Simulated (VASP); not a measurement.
A run of VASP 6.6.1 is set up as follows.

POSCAR

```
Al3Ru2
1.0
   -1.5389008750      1.5389008750      7.1431020300
    1.5389008750     -1.5389008750      7.1431020300
    1.5389008750      1.5389008750     -7.1431020300
Al Ru
3 2
Direct
    0.0000000000      0.0000000000      0.0000000000
    0.8061846200      0.8061846200      0.0000000000
    0.1938153800      0.1938153800      0.0000000000
    0.6058685700      0.6058685700      0.0000000000
    0.3941314300      0.3941314300      0.0000000000
```

The input INCAR.step1:

```
ALGO = Normal
EDIFF = 1E-4
ENCUT = 520
GGA = PE
ISMEAR = 0
LASPH = T
LCHARG = F
LREAL = F
LWAVE = T
NBANDS = 26
NELM = 60
PREC = Accurate
SIGMA = 0.3
```

Contents of INCAR.step2:

```
ALGO = Normal
EDIFF = 1E-6
ENCUT = 520
ISIF = 2
ISMEAR = 0
ISTART = 1
LASPH = T
LCHARG = F
LMIXTAU = T
LREAL = F
LWAVE = F
METAGGA = R2SCAN
NBANDS = 26
NELM = 60
PREC = Accurate
SIGMA = 0.3
```

Contents of KPOINTS:

```
k-points
0
Gamma
  16 16 16
```

Potentials or basis: VASP PAW PBE potentials, release 64 (Al, Ru_pv).

Command:

```bash
$ cat potpaw_PBE.64/Al/POTCAR potpaw_PBE.64/Ru_pv/POTCAR > POTCAR
$ cp INCAR.step1 INCAR
$ mpirun -np 1 vasp_std > vasp.out
$ cp INCAR.step2 INCAR
$ mpirun -np 1 vasp_std > vasp.out
```

Task: Predict the largest force.

Result: 0.046 eV/Å.

Task: Estimate the pressure.

Result: -0.2 GPa.

Task: What does it give for the band gap on the k mesh?

Result: Zero (an odd number of electrons rules out a gap without spin polarisation).

Forces in eV/Å, atoms in the order of the input:
```
Al   0.000  0.000  0.000
Al   0.000  0.000 -0.046
Al   0.000  0.000  0.046
Ru   0.000  0.000 -0.018
Ru   0.000  0.000  0.018
```

Caveat: so wide a smearing shifts energies and pressures; the PAW data sets were made with another functional, which shifts forces and pressure a little.
